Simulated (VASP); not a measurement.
Here is a VASP 6.6.1 calculation.

Contents of POSCAR:

```
Ag
1.0
    0.0000000000      2.0521634861      2.0521634861
    2.0521634861      0.0000000000      2.0521634861
    2.0521634861      2.0521634861      0.0000000000
Ag
1
Direct
    0.0000000000      0.0000000000      0.0000000000
```

INCAR.step1

```
SYSTEM = Ag
ALGO = Normal
EDIFF = 1E-4
ENCUT = 600
GGA = PE
ISMEAR = -1
LASPH = .TRUE.
LCHARG = .FALSE.
LREAL = .FALSE.
LWAVE = .TRUE.
NELM = 60
PREC = Accurate
SIGMA = 0.15
```

The input INCAR.step2:

```
SYSTEM = Ag
ALGO = Normal
EDIFF = 1E-6
EDIFFG = -0.001
ENCUT = 600
IBRION = 2
ISIF = 3
ISMEAR = -1
ISTART = 1
LASPH = .TRUE.
LCHARG = .FALSE.
LMIXTAU = .TRUE.
LREAL = .FALSE.
LWAVE = .FALSE.
METAGGA = R2SCAN
NELM = 60
NSW = 80
PREC = Accurate
SIGMA = 0.15
```

Contents of KPOINTS:

```
k-points
0
G
  18 18 18
  0 0 0
```

Potentials or basis: VASP PAW PBE potentials, release 64 (Ag).

Command:

```bash
$ cat potpaw_PBE.64/Ag/POTCAR > POTCAR
$ cp INCAR.step1 INCAR
$ mpirun -np 1 vasp_std > vasp.out
$ cp INCAR.step2 INCAR
$ mpirun -np 1 vasp_std > vasp.out
```

Q: Predict the space group after relaxing (to 0.1 Å).

A: Fm-3m (No. 225).

Q: What does it give for the band gap on the k mesh?

A: Zero (an odd number of electrons rules out a gap without spin polarisation).

Q: What does it give for the relaxed volume?

A: 17.32 Å³/atom.

Q: What does it give for the relaxed cell?

A: a = 2.904 Å, b = 2.904 Å, c = 2.904 Å, α = 60.00°, β = 60.00°, γ = 60.00°.

Final structure:
```cif
data_structure
_symmetry_space_group_name_H-M 'P 1'
_symmetry_Int_Tables_number 1
_cell_length_a 2.9040
_cell_length_b 2.9040
_cell_length_c 2.9040
_cell_angle_alpha 60.000
_cell_angle_beta 60.000
_cell_angle_gamma 60.000
_cell_volume 17.32
loop_
_atom_site_label
_atom_site_type_symbol
_atom_site_fract_x
_atom_site_fract_y
_atom_site_fract_z
_atom_site_occupancy
Ag1 Ag 0.00000 0.00000 0.00000 1
```

Caveat: the PAW data sets were made with another functional, which shifts forces and pressure a little.
